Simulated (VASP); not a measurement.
# SiC3 (Pm-3m) in VASP: a series of runs, part 2 of 2

VASP 6.6.1.

## Step 4: Single point, PBE

This run uses another cell than the first one, of 8.29 Å³/atom, 1.026 times its volume.

INCAR

```
PREC = Accurate
ENCUT = 520
EDIFF = 1E-7
ISMEAR = 0
SIGMA = 0.1
LREAL = F
LASPH = T
NELM = 60
ALGO = Normal
ISIF = 2
LWAVE = F
LCHARG = F
GGA = PE
NBANDS = 16
```

KPOINTS

```
Automatic mesh
0
Gamma
  6 6 6
```

POSCAR

```
SiC3
1.0
    3.2123187759      0.0000000000      0.0000000000
    0.0000000000      3.2123187759      0.0000000000
    0.0000000000      0.0000000000      3.2123187759
Si C
1 3
Direct
    0.0000000000      0.0000000000      0.0000000000
    0.5000000000      0.0000000000      0.5000000000
    0.0000000000      0.5000000000      0.5000000000
    0.5000000000      0.5000000000      0.0000000000
```

Potentials or basis: VASP PAW PBE potentials, release 64 (Si, C).

Launch:

```sh
$ cat potpaw_PBE.64/Si/POTCAR potpaw_PBE.64/C/POTCAR > POTCAR
$ mpirun -np 1 vasp_std > vasp.out
```

OUTCAR:

```text
PREC = Accurate
   ENCUT = 520
   EDIFF = 1E-7
   ISMEAR = 0
   LREAL = F
   LASPH = T
   NELM = 60
   ISIF = 2
   GGA = PE

 ion  position               nearest neighbor table
   1  0.000  0.000  0.000-   2 2.27   3 2.27   4 2.27   2 2.27   3 2.27   3 2.27   4 2.27   3 2.27
                             2 2.27   4 2.27   2 2.27   4 2.27
   2  0.500  0.000  0.500-   1 2.27   1 2.27   1 2.27   1 2.27
   3  0.000  0.500  0.500-   1 2.27   1 2.27   1 2.27   1 2.27
   4  0.500  0.500  0.000-   1 2.27   1 2.27   1 2.27   1 2.27

  LATTYP: Found a simple cubic cell.
 ALAT       =     3.2123187759

  Lattice vectors:

 A1 = (   3.2123187759,   0.0000000000,   0.0000000000)
 A2 = (   0.0000000000,   3.2123187759,   0.0000000000)
 A3 = (   0.0000000000,   0.0000000000,   3.2123187759)

Analysis of symmetry for initial positions (statically):
=====================================================================
 Subroutine PRICEL returns:
 Original cell was already a primitive cell.

 Routine SETGRP: Setting up the symmetry group for a
 simple cubic supercell.

 Subroutine GETGRP returns: Found 48 space group operations
[... 9 lines left out ...]

 Routine SETGRP: Setting up the symmetry group for a
 simple cubic supercell.

 Subroutine GETGRP returns: Found 48 space group operations
[... 11 lines left out ...]
                                     Primitive cell

  volume of cell :      33.1479

  direct lattice vectors                    reciprocal lattice vectors
     3.212318776  0.000000000  0.000000000     0.311301608  0.000000000  0.000000000
     0.000000000  3.212318776  0.000000000     0.000000000  0.311301608  0.000000000
     0.000000000  0.000000000  3.212318776     0.000000000  0.000000000  0.311301608

  length of vectors
     3.212318776  3.212318776  3.212318776     0.311301608  0.311301608  0.311301608

  position of ions in fractional coordinates (direct lattice)
     0.000000000  0.000000000  0.000000000
     0.500000000  0.000000000  0.500000000
     0.000000000  0.500000000  0.500000000
[... 94 lines left out ...]
     AMIX     =   0.40;   BMIX     =  1.00
     AMIX_MAG =   1.60;   BMIX_MAG =  1.00
  volume/ion in A,a.u.               =       8.29        55.92
  Fermi-wavevector in a.u.,A,eV,Ry     =   1.284191  2.426769 22.437990  1.649146
  Thomas-Fermi vector in A             =   2.416399
   LORBIT       =      0    0 simple, 1 ext, 2 COOP (PROOUT), +10 PAW based schemes
   GGA     = PE    functional components
   LHFCALC =     F    Hartree Fock is set to
   AEXX    =    0.0000 exact exchange contribution
   IVDW    =     0    specifies the selected vdW correction
   LEPSILON=     F    determine dielectric tensor
   LRPA    =     F    only Hartree local field effects (RPA)
 non-spin polarized calculation
 Gauss-broadening in eV      SIGMA  =   0.10
  energy-cutoff  :      520.00
  volume of cell :       33.15
 maximum number of plane-waves:       922
 NGX is ok and might be reduce to    24
   NGX = 11   NGY = 11   NGZ = 11

 number of electron      16.0000001 magnetization

 Free energy of the ion-electron system (eV)
  ---------------------------------------------------
  ext. energy  EPLUGINS =         0.00000000
  ---------------------------------------------------
  free energy    TOTEN  =       -20.46850116 eV

  energy without entropy =      -20.45533711  energy(sigma->0) =      -20.46191914

 E-fermi :   9.8121     XC(G=0): -12.4832

 val. band max:        9.7905459674   @ k =   0.5000   0.1667   0.1667
 cond. band min:       9.8919106957   @ k =   0.5000   0.3333   0.1667
 fundamental gap:      0.1013647283
 Fermi energy:         9.8121380082

 k-point     1 :       0.0000    0.0000    0.0000
  band No.  band energies     occupation
      1      -8.5130      2.00000
      2       2.8334      2.00000
      3       2.8334      2.00000
      4       3.0901      2.00000
      5       3.0901      2.00000
      6       3.0901      2.00000
[... 357 lines left out ...]
      3      -0.4492      2.00000
      4       0.9886      2.00000
      5       0.9886      2.00000
      6       0.9886      2.00000
[... 8 lines left out ...]
     15      21.5888      0.00000
     16      21.5888      0.00000

------------------------ aborting loop because EDIFF is reached ----------------------------------------

  FORCE on cell =-STRESS in cart. coord.  units (eV):
  Direction    XX          YY          ZZ          XY          YZ          ZX
  --------------------------------------------------------------------------------------
  -------------------------------------------------------------------------------------
  Total        0.0640240      0.0640240      0.0640240     -0.0000000      0.0000000     -0.0000000
  in kB        3.0945508      3.0945508      3.0945508     -0.0000000      0.0000000     -0.0000000
  external PRESSURE =       3.0945508 kB  Pullay stress =       0.0000000 kB

 VOLUME and BASIS-vectors are now :
 -----------------------------------------------------------------------------
  energy-cutoff  :      520.00
  volume of cell :       33.15
      direct lattice vectors                 reciprocal lattice vectors
     3.212318776  0.000000000  0.000000000     0.311301608  0.000000000  0.000000000
     0.000000000  3.212318776  0.000000000     0.000000000  0.311301608  0.000000000
     0.000000000  0.000000000  3.212318776     0.000000000  0.000000000  0.311301608

 POSITION                                       TOTAL-FORCE (eV/Angst)
 -----------------------------------------------------------------------------------
      0.00000      0.00000      0.00000         0.000000      0.000000      0.000000
      1.60616      0.00000      1.60616         0.000000      0.000000      0.000000
      0.00000      1.60616      1.60616         0.000000      0.000000      0.000000
      1.60616      1.60616      0.00000         0.000000      0.000000      0.000000
 -----------------------------------------------------------------------------------
    total drift:                                0.000000     -0.000000     -0.000000

  FREE ENERGIE OF THE ION-ELECTRON SYSTEM (eV)
  ---------------------------------------------------
  free  energy   TOTEN  =       -20.4685011613 eV

  energy  without entropy=      -20.4553371134  energy(sigma->0) =      -20.46191914
```

stdout:

```text
POSCAR found type information on POSCAR SiC
 POSCAR found :  2 types and       4 ions
 scaLAPACK will be used
 LDA part: xc-table for (Slater+PW92), standard interpolation
 POSCAR, INCAR and KPOINTS ok, starting setup
 FFT: planning ... GRIDC
 FFT: planning ... GRID_SOFT
 FFT: planning ... GRID
 WAVECAR not read
 entering main loop
```

Run time: 3.3 s. Hardware: 1 thread of Intel Xeon 6975P-C (Granite Rapids), shared host; peak memory 0.13 GiB.

Results:

```yaml
Free_energy: -20.4685 eV
Pressure: 0.3 GPa
Band_gap_on_the_k_mesh: zero (band 8 reaches 10.88 eV, above the bottom of band 9 at 7.50 eV)
```

Levels at points of the mesh, in eV from the Fermi level:
| k point | band 4 | band 5 | band 6 | band 7 | band 8 | band 9 | band 10 | band 11 | band 12 | band 13 |
| --- | --- | --- | --- | --- | --- | --- | --- | --- | --- | --- |
| (0.00, 0.00, 0.00) | -6.72 | -6.72 | -6.72 | -1.62 | 1.06 | 1.06 | 1.06 | 3.47 | 3.47 | 3.47 |
| (0.50, 0.00, 0.00) | -4.19 | -4.19 | -3.26 | -3.26 | -2.41 | -2.31 | -0.04 | 3.50 | 3.50 | 5.73 |
| (0.50, 0.50, 0.00) | -10.96 | -1.84 | -1.84 | -1.22 | -0.92 | -0.92 | -0.75 | 2.40 | 2.70 | 4.42 |
| (0.50, 0.50, 0.50) | -8.82 | -8.82 | -8.82 | -8.11 | -5.76 | 4.80 | 4.80 | 4.80 | 5.32 | 5.32 |

## Step 5: Relaxation of cell and atoms, PBE

This run uses another cell than the first one, of 13.41 Å³/atom, 1.660 times its volume.

INCAR

```
SYSTEM = SiC3
PREC = Accurate
ENCUT = 600
EDIFF = 1E-6
ISMEAR = 0
SIGMA = 0.1
LREAL = .False.
LASPH = .True.
NELM = 100
ALGO = Normal
ISIF = 3
LWAVE = .False.
LCHARG = .False.
GGA = PE
IBRION = 2
NSW = 90
EDIFFG = -0.04
```

KPOINTS

```
regular mesh
0
Gamma
  4 4 4
  0 0 0
```

POSCAR

```
SiC3
1.0
    3.7713073200      0.0000000000      0.0000000000
    0.0000000000      3.7713073200      0.0000000000
    0.0000000000      0.0000000000      3.7713073200
Si C
1 3
Direct
    0.0000000000      0.0000000000      0.0000000000
    0.5000000000      0.0000000000      0.5000000000
    0.0000000000      0.5000000000      0.5000000000
    0.5000000000      0.5000000000      0.0000000000
```

Potentials or basis: VASP PAW PBE potentials, release 64 (Si, C).

Launch:

```sh
$ cat potpaw_PBE.64/Si/POTCAR potpaw_PBE.64/C/POTCAR > POTCAR
$ mpirun -np 1 vasp_std > vasp.out
```

OUTCAR:

```text
SYSTEM = SiC3
   PREC = Accurate
   ENCUT = 600
   EDIFF = 1E-6
   ISMEAR = 0
   LREAL = .False.
   LASPH = .True.
   NELM = 100
   ISIF = 3
   GGA = PE
   IBRION = 2
   NSW = 90
   EDIFFG = -0.04

 ion  position               nearest neighbor table
   1  0.000  0.000  0.000-
   2  0.500  0.000  0.500-
   3  0.000  0.500  0.500-
   4  0.500  0.500  0.000-

  LATTYP: Found a simple cubic cell.
 ALAT       =     3.7713073200

  Lattice vectors:

 A1 = (   3.7713073200,   0.0000000000,   0.0000000000)
 A2 = (   0.0000000000,   3.7713073200,   0.0000000000)
 A3 = (   0.0000000000,   0.0000000000,   3.7713073200)

Analysis of symmetry for initial positions (statically):
[... 249 lines left out ...]
  band No.  band energies     occupation
      1      -8.4297      2.00000
      2       3.3985      2.00000
      3       3.3985      2.00000
      4       3.3985      2.00000
      5       3.4545      2.00000
      6       3.4545      2.00000
      7       8.9625      2.00000
      8      11.5233      0.00000
      9      11.5233      0.00000
     10      11.5233      0.00000
     11      14.0155      0.00000
     12      14.0155      0.00000
[... 170 lines left out ...]
--------------------------------------- Ionic step        4  -------------------------------------------

 number of electron      16.0000000 magnetization

 Free energy of the ion-electron system (eV)
  ---------------------------------------------------
  ext. energy  EPLUGINS =         0.00000000
  ---------------------------------------------------
  free energy    TOTEN  =       -20.68147176 eV

  energy without entropy =      -20.66873806  energy(sigma->0) =      -20.67510491

 E-fermi :   9.9722     XC(G=0): -12.5802

 val. band max:        9.5347253459   @ k =   0.2500   0.0000   0.0000
 cond. band min:       9.9752392281   @ k =   0.5000   0.0000   0.0000
 fundamental gap:      0.4405138823
 Fermi energy:         9.9721515319

 k-point     1 :       0.0000    0.0000    0.0000
  band No.  band energies     occupation
      1      -8.4754      2.00000
      2       3.1269      2.00000
      3       3.1269      2.00000
      4       3.2314      2.00000
      5       3.2314      2.00000
      6       3.2314      2.00000
      7       8.5505      2.00000
      8      11.1855      0.00000
      9      11.1855      0.00000
     10      11.1855      0.00000
     11      13.6042      0.00000
     12      13.6042      0.00000
[... 164 lines left out ...]
  FREE ENERGIE OF THE ION-ELECTRON SYSTEM (eV)
  ---------------------------------------------------
  free  energy   TOTEN  =       -20.6814717619 eV

  energy  without entropy=      -20.6687380593  energy(sigma->0) =      -20.67510491

 reached required accuracy - stopping structural energy minimisation
```

Wall time 11 s (1 thread of Intel Xeon 6975P-C (Granite Rapids), shared host); peak memory 0.16 GiB.

Results:

```
Free energy                            : -20.6815 eV
Relaxed volume                         : 8.12 Å³/atom
Relaxed cell                           : a = 3.190 Å, b = 3.190 Å, c = 3.190 Å, α = 90.00°, β = 90.00°, γ = 90.00°
Space group after relaxing (to 0.05 Å) : Pm-3m (No. 221)
Energy gained by relaxing              : 712.6 meV/atom
Ionic steps                            : 4
Pressure after relaxing                : -0.6 GPa
Band gap on the k mesh                 : zero (band 8 reaches 11.19 eV, above the bottom of band 9 at 7.81 eV)
```

The path:
```
step  energy change (eV)  largest force (eV/Å)  pressure (GPa)  volume (Å³)
   1              0.0000                0.0000          -26.14        53.64
   2             -2.3849                0.0000          -20.95        38.38
   3             -2.8443                0.0000            3.35        31.73
   4             -2.8504                0.0000           -0.61        32.46
```

Final structure:
```yaml
crystal:
  lattice:
    - [3.19006, 0.00000, 0.00000]
    - [0.00000, 3.19006, 0.00000]
    - [0.00000, 0.00000, 3.19006]
  atoms:
    - { symbol: Si, position: [0.00000, 0.00000, 0.00000] }
    - { symbol: C, position: [0.50000, 0.00000, 0.50000] }
    - { symbol: C, position: [0.00000, 0.50000, 0.50000] }
    - { symbol: C, position: [0.50000, 0.50000, 0.00000] }
```

Caveat: the k points lie up to 0.49 Å⁻¹ apart in the final cell; the volume moved by over 15 % at a fixed basis, so the end points are rough.

## Step 6: Overview

```csv
task,cell,k mesh,cutoff (eV),gap on the mesh (eV),pressure (GPa)
single point,"a = 3.185 Å, 4 atoms",4 × 4 × 4,520,none,0.2
single point,"a = 3.771 Å, 4 atoms",4 × 4 × 4,520,none,-26.1
single point,"a = 3.212 Å, 4 atoms",6 × 6 × 6,520,none,0.3
relaxation of cell and atoms,"relaxed from a = 3.771 Å, 4 atoms",4 × 4 × 4,600,none,-0.6
```

Alike in all rows: level PBE; potentials or basis VASP PAW PBE potentials, release 64 (Si, C); no spin polarisation; smearing gaussian 0.1 eV.

Caveats: some runs use coarse meshes; the volume moved by over 15 % at a fixed basis, so the end points are rough (some runs).

Total energies depend on the potentials used, so only differences within one code and one set of settings carry meaning.
